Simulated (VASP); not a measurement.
A run of VASP 6.6.1 is set up as follows.

Contents of INCAR:

```
SYSTEM = Ta3Si5C5N3
ALGO = Normal
EDIFF = 1E-6
ENCUT = 520
GGA = PE
GGA_COMPAT = .False.
ISIF = 2
ISMEAR = -1
ISYM = -1
LASPH = .True.
LCHARG = .False.
LREAL = Auto
LWAVE = .False.
NBANDS = 58
NELM = 120
PREC = Accurate
SIGMA = 0.2482
```

The input KPOINTS:

```
explicit points
1
Reciprocal
  0.25000000   0.25000000   0.25000000 1
```

File POSCAR:

```
Ta3Si5C5N3
1.0
    5.5208870000     -0.3069000000      0.1387320000
   -0.3069000000      5.9781400000     -0.0034560000
    0.1387320000     -0.0034560000      5.8739650000
Si C Ta N
5 5 3 3
Direct
    0.7035347829      0.5814325880      0.9637115038
    0.8596654929      0.3685301368      0.5779550145
    0.1400161911      0.5019732197      0.1817750179
    0.3320908216      0.2701384004      0.7955740244
    0.3339659624      0.8950076040     -0.0663762245
    0.4823202222      0.1240811628      0.4341685004
    0.0617390838      0.2403929196      0.0120958520
    0.0336064905      0.5665032450      0.7502537961
    0.8185987659      0.5653534555      0.3310605388
    0.3552281339      0.3277245415      0.4272790367
    0.4688387205      0.6152963377      0.5509388515
    1.0551535147     -0.0248717552      0.4460509189
    0.7567522201      0.0370008291      0.8269329364
    0.6713093189      1.0055908389      0.4195566772
    0.1290265351      0.7812795296      0.7098273471
    1.0979711749     -0.0036974743      0.0942209367
```

Potentials or basis: VASP PAW PBE potentials, release 64 (Si, C, Ta_pv, N).

Run with:

```bash
$ cat potpaw_PBE.64/Si/POTCAR potpaw_PBE.64/C/POTCAR potpaw_PBE.64/Ta_pv/POTCAR potpaw_PBE.64/N/POTCAR > POTCAR
$ mpirun -np 1 vasp_std > vasp.out
```

(1) Estimate the largest force.

(2) Predict the pressure.

## Answers

(1) 4.292 eV/Å.

(2) 0.0 GPa.

Caveat: the atoms stand as in a frame of molecular dynamics.
